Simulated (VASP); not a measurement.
## Pt: single point with PBEsol

Crystal: Pt.

```
Pt
1.0
     0.00000    1.96090    1.96090
     1.96090    0.00000    1.96090
     1.96090    1.96090    0.00000
Pt
1
Cartesian
  0.0000 0.0000 0.0000
```

```yaml
Program: VASP 6.6.1
Task: single point
Functional: PBEsol
Potentials_or_basis: VASP PAW PBE potentials, release 64 (Pt)
Cutoff: 520 eV
k_mesh: 18 × 18 × 18
Occupations: gaussian, width 0.1 eV
Spin: no spin polarisation
```

| Property | Result |
| --- | --- |
| Pressure | -1.2 GPa |
| Band gap on the k mesh | zero (band 5 reaches 11.59 eV, above the bottom of band 6 at 9.36 eV) |

Levels at points of the mesh, in eV from the Fermi level:
```tsv
k point	band 3	band 4	band 5	band 6	band 7	band 8
(0.00, 0.00, 0.00)	-3.81	-3.81	-1.63	-1.63	14.62	19.58
(0.50, 0.00, 0.00)	-3.87	-0.55	0.04	0.04	5.80	14.18
(0.50, 0.50, 0.00)	0.01	0.49	0.49	1.71	8.83	11.33
```

Wall time 20 s on 1 thread of AMD EPYC 9R45 96-Core Processor (Zen 5) (shared host), peak memory 0.14 GiB.

Caveat: the PAW data sets were made with another functional, which shifts forces and pressure a little; spin-orbit coupling is left out, which moves the levels of the heavy elements.
